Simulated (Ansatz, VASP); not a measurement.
# One calculation of SnO, two programs

```
Sn O
1.0
     3.87003   -0.00006    0.00071
    -0.00009    3.86126   -0.00409
     0.00146   -0.00963   10.25758
Sn O
4 4
Direct
  0.99926 0.50272 0.11355
  0.00046 0.49840 0.61295
  0.50068 0.99728 0.38648
  0.49951 0.00158 0.88707
  0.00058 0.99774 0.49948
  0.99939 0.00205 0.00008
  0.50063 0.49795 0.49987
  0.49948 0.50227 0.00051
```

Change from the starting cell: cell x2, atoms moved at random (sigma 0.15 Å) and cell strained at random (1.5 %), then relaxed without symmetry.

Alike in both runs: functional PBE; k mesh 4 × 4 × 2; occupations gaussian, width 0.1 eV; no spin polarisation.

Ansatz relaxed the structure, and its values are those at the end. VASP's run is a single point on that final structure, the one shown.

|  | VASP | Ansatz |
| --- | --- | --- |
| version | VASP 6.6.1 | Ansatz 0.2.0 |
| potentials or method | VASP PAW PBE potentials, release 64 (Sn_d, O), cutoff 520 eV | scalar-relativistic, plane waves, PAW |
| valence electrons in the cell | 80 | 80 |

```csv
,VASP,Ansatz,Ansatz less VASP
gap on the k mesh at the Fermi level (eV),0.57,0.56,-0.009
least direct gap on the mesh (eV),1.74,1.79,+0.047
pressure (GPa),0.2,0.0,-0.18
rms of the force components (eV/Å),0.028,0.004,-0.0242
```
